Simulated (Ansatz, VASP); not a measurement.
# One calculation of TaGe3W2, two programs

```xyz
6
Lattice="5.4026 0.0000 0.0000 -2.7013 4.6788 0.0000 0.0000 0.0000 4.1662" Properties=species:S:1:pos:R:3 pbc="T T T"
Ta    0.0000    0.0000    2.0831
Ge    2.7013    0.0000    2.0831
Ge   -1.3506    2.3394    2.0831
Ge    1.3506    2.3394    2.0831
W     0.0000    3.1192    0.0000
W     2.7013    1.5596    0.0000
```

Alike in both runs: task relaxation of cell and atoms; functional PBE; k mesh 6 × 6 × 4; occupations gaussian, width 0.1 eV; no spin polarisation.

|  | VASP | Ansatz |
| --- | --- | --- |
| version | VASP 6.6.1 | Ansatz 0.2.0 |
| potentials or method | VASP PAW PBE potentials, release 64 (Ta_pv, Ge_d, W_sv), cutoff 600 eV | scalar-relativistic, plane waves, PAW |
| valence electrons in the cell | 81 | 83 |

```tsv
	VASP	Ansatz	Ansatz less VASP
gap on the k mesh at the Fermi level, each at its own relaxed structure (eV)	none	none	-
relaxed volume (Å³/atom)	17.62	17.60	-0.012
relaxed length of the cell vector where the two differ most in proportion (Å)	5.408	5.405	-0.0026
```

A gap of «none» marks a metal or a gap that the smearing closes. VASP's potentials hold 81 valence electrons a cell and Ansatz's 83, so a difference there can come from the potentials and not from the codes.

The k mesh is coarse, so the values compare programs but aren't converged. Neither program's run includes spin-orbit coupling.
